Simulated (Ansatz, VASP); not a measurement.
**Na4CdIr: VASP beside Ansatz**

File INCAR:

```
SYSTEM = Na4CdIr
ALGO = Normal
EDIFF = 1E-7
EDIFFG = -0.04
ENCUT = 600
GGA = PE
IBRION = 2
ISIF = 3
ISMEAR = 0
LASPH = .TRUE.
LCHARG = .FALSE.
LREAL = .FALSE.
LWAVE = .FALSE.
NELM = 100
NSW = 90
PREC = Accurate
SIGMA = 0.1
```

Contents of KPOINTS:

```
k-points
0
G
  4 4 4
  0 0 0
```

Contents of POSCAR:

```
Na4CdIr
1.0
    0.0000000000      3.8422917012      3.8422917012
    3.8422917012      0.0000000000      3.8422917012
    3.8422917012      3.8422917012      0.0000000000
Na Cd Ir
4 1 1
Direct
    0.3750000000      0.8750000000      0.3750000000
    0.3750000000      0.3750000000      0.8750000000
    0.3750000000      0.3750000000      0.3750000000
    0.8750000000      0.3750000000      0.3750000000
    0.7500000000      0.7500000000      0.7500000000
    0.0000000000      0.0000000000      0.0000000000
```

Input for Ansatz:

```yaml
crystal:
  lattice:
    - [0.0, 3.8422917012, 3.8422917012]
    - [3.8422917012, 0.0, 3.8422917012]
    - [3.8422917012, 3.8422917012, 0.0]
  atoms:
    - { symbol: Na, position: [0.375, 0.875, 0.375] }
    - { symbol: Na, position: [0.375, 0.375, 0.875] }
    - { symbol: Na, position: [0.375, 0.375, 0.375] }
    - { symbol: Na, position: [0.875, 0.375, 0.375] }
    - { symbol: Cd, position: [0.75, 0.75, 0.75] }
    - { symbol: Ir, position: [0.0, 0.0, 0.0] }
basis:
  ecutwfc: 420
kpoints:
  mp_grid: { grid: [4, 4, 4] }
hamiltonian:
  xc: pbe
scf:
  occupations: { method: gaussian, width: 0.1 }
  lower_state_search: "off"
output:
  forces: true
  stress: true
  eigenvalues: true
relax:
  adjacent_minimum: "off"
  f_tol: 0.04
  max_steps: 70
  cell: { stress_tol: 0.4 }
```

Alike in both runs: task relaxation of cell and atoms; functional PBE; k mesh 4 × 4 × 4; occupations gaussian, width 0.1 eV; no spin polarisation.

|  | VASP | Ansatz |
| --- | --- | --- |
| version | VASP 6.6.1 | Ansatz 0.2.0 |
| potentials or method | VASP PAW PBE potentials, release 64 (Na_pv, Cd, Ir), cutoff 600 eV | scalar-relativistic, plane waves, PAW |
| valence electrons in the cell | 49 | 73 |

VASP gave:

```
gap on the k mesh at the Fermi level, each at its own relaxed structure (eV) : none
relaxed volume (Å³/atom)                                                     : 21.46
relaxed length of the cell vector where the two differ most in proportion (Å)              : 5.668
```

Estimate Ansatz's values.

gap on the k mesh at the Fermi level, each at its own relaxed structure (eV): none; relaxed volume (Å³/atom): 21.16; relaxed length of the cell vector where the two differ most in proportion (Å): 5.641.

A gap of «none» marks a metal or a gap that the smearing closes. VASP's potentials hold 49 valence electrons a cell and Ansatz's 73, so a difference there can come from the potentials and not from the codes.

Spin-orbit coupling is off throughout.
